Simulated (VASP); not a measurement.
Input of a VASP 6.6.1 run:

Contents of INCAR:

```
SYSTEM = GaN
  ALGO = Normal
  EDIFF = 1E-6
  ENCUT = 520
  ISIF = 2
  ISMEAR = 0
  LASPH = .TRUE.
  LCHARG = .FALSE.
  LREAL = .FALSE.
  LWAVE = .FALSE.
  NBANDS = 46
  NELM = 100
  PREC = Accurate
  SIGMA = 0.02
```

KPOINTS

```
k-points
0
G
  10 6 6
  0 0 0
```

Contents of POSCAR:

```
GaN
1.0
    3.1203032401      0.0000000000      0.0000000000
    0.0000000000      5.0407577076      0.0000000000
    0.0000000000      0.0000000000      5.5556643152
Ga N
4 4
Direct
    0.0000000000      0.9992022987      0.3333333333
    0.5000000000      0.9992022987      0.8333333333
    0.5000000000      0.4992022987      0.1666666667
    0.0000000000      0.4992022987      0.6666666667
    0.0000000000      0.6227977013      0.3333333333
    0.5000000000      0.6227977013      0.8333333333
    0.5000000000      0.1227977013      0.1666666667
    0.0000000000      0.1227977013      0.6666666667
```

Potentials or basis: VASP PAW LDA potentials, release 64 (Ga_d, N).

The run is started by

```sh
$ cat potpaw_LDA.64/Ga_d/POTCAR potpaw_LDA.64/N/POTCAR > POTCAR
$ mpirun -np 1 vasp_std > vasp.out
```

Q: Estimate the largest force.

A: 0.397 eV/Å.

Q: Estimate the band gap on the k mesh.

A: 2.20 eV.

Q: Predict the pressure.

A: 4.0 GPa.

Forces on the atoms (eV/Å):
```
Ga   0.000  0.291  0.231
Ga   0.000  0.291  0.231
Ga   0.000  0.291 -0.231
Ga   0.000  0.291 -0.231
N    0.000 -0.291  0.270
N    0.000 -0.291  0.270
N    0.000 -0.291 -0.270
N    0.000 -0.291 -0.270
```

Expect the measured gap to be larger: semilocal functionals such as LDA lack the derivative discontinuity.
